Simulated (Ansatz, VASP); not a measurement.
## Two plane-wave programs on CdS

File INCAR:

```
ALGO = Normal ; EDIFF = 1E-6
ENCUT = 500 ; GGA = PE
GGA_COMPAT = False ; ISIF = 2
ISMEAR = -1 ; LASPH = True
LCHARG = False ; LREAL = False
LWAVE = False ; NBANDS = 26
NELM = 120 ; PREC = Accurate
SIGMA = 0.01
```

KPOINTS

```
k-points
0
Gamma
  2 2 2
```

Contents of POSCAR:

```
CdS
1.0
    4.1638921228     -0.0000000309      0.0000000000
   -2.0819460346      3.6060363724      0.0000000000
    0.0000000000      0.0000000000      6.7675066400
Cd S
2 2
Direct
    0.6727039193      0.3270731603      0.4987143807
    0.3270731603      0.6727039193      0.9987143807
    0.6634163922      0.3368065281      0.8782856193
    0.3368065281      0.6634163922      0.3782856193
```

Input for Ansatz:

```yaml
crystal:
  lattice:
    - [4.163892122767, -3.087713260036e-08, 0.0]
    - [-2.081946034643, 3.606036372373, 0.0]
    - [0.0, 0.0, 6.76750664]
  atoms:
    - { symbol: Cd, position: [0.6727039192782, 0.3270731603387, 0.4987143806578] }
    - { symbol: S, position: [0.6634163922362, 0.3368065281469, 0.8782856193422] }
    - { symbol: S, position: [0.3368065281469, 0.6634163922362, 0.3782856193422] }
    - { symbol: Cd, position: [0.3270731603387, 0.6727039192782, 0.9987143806578] }
basis:
  ecutwfc: 420.0
  ecutrho_ratio: 4
  xc_grid: 2
  fft_grid_basis: typed
  precision: f64
kpoints:
  mp_grid: { grid: [2, 2, 2] }
hamiltonian:
  pseudopotentials: { kind: paw, azcp: { folder: soft_1 } }
scf:
  max_iter: 100
  self_checks: high
  occupations: { method: fermi_dirac, width: 0.01 }
output:
  forces: true
checkpoint:
  write: "../host.s2.run"
  compress: false
  write_wavefunctions: true
  write_every: 100000
```

Alike in both runs: task single point; functional PBE; k mesh 2 × 2 × 2; occupations fermi-dirac, width 0.01 eV; no spin polarisation.

|  | VASP | Ansatz |
| --- | --- | --- |
| version | VASP 6.6.1 | Ansatz 0.2.0 |
| potentials or method | VASP PAW PBE potentials, release 64 (Cd, S), cutoff 500 eV | plane-wave PAW DFT |
| valence electrons in the cell | 36 | 52 |

|  | VASP | Ansatz | Ansatz less VASP |
| --- | --- | --- | --- |
| gap on the k mesh at the Fermi level (eV) | 1.08 | 1.08 | -0.003 |
| rms of the force components (eV/Å) | 0.203 | 0.200 | -0.0025 |

The functional is the same, so the differences come from potentials, cutoffs and numerics. VASP's potentials hold 36 valence electrons a cell and Ansatz's 52, so a difference there can come from the potentials and not from the codes.

The k mesh is coarse, so the values compare programs but aren't converged.
